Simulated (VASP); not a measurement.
BAs, 2 atoms in the cell. It takes space group I-4m2 (No. 119, tetragonal). Conventional cell: a = 3.378 Å, b = 3.378 Å, c = 4.873 Å, α = 90.00°, β = 90.00°, γ = 90.00°. Within 2.8 Å of B (site symmetry -4m2) lie 4 As at 2.08 Å. Within 2.8 Å of As (site symmetry -4m2) lie 4 B at 2.08 Å.  This cell differs from its parent crystal: zz strain of +2 %.

| Property | Result |
| --- | --- |
| Program | VASP 6.6.1 |
| Task | single point |
| Functional | LDA |
| Potentials or basis | VASP PAW LDA potentials, release 64 (B, As) |
| Cutoff | 520 eV |
| k mesh | 13 × 13 × 13 |
| Occupations | fermi-dirac, width 0.05 eV |
| Spin | no spin polarisation |
| Dipole correction | no |
| Further INCAR settings | ALGO = Normal; EDIFF = 1e-06; NBANDS = 11 |

Potentials or basis: VASP PAW LDA potentials, release 64 (B, As).

Launch:

```bash
$ cat potpaw_LDA.64/B/POTCAR potpaw_LDA.64/As/POTCAR > POTCAR
$ mpirun -np 1 vasp_std > vasp.out
```

Hardware: 1 thread of Intel Xeon 6975P-C (shared host).

Question: Estimate the wall time of this run.

Answer: Run time: 33 s on 1 thread of Intel Xeon 6975P-C, on a shared host, peak memory 0.19 GiB. Counts: scf iterations 12, k points 196.
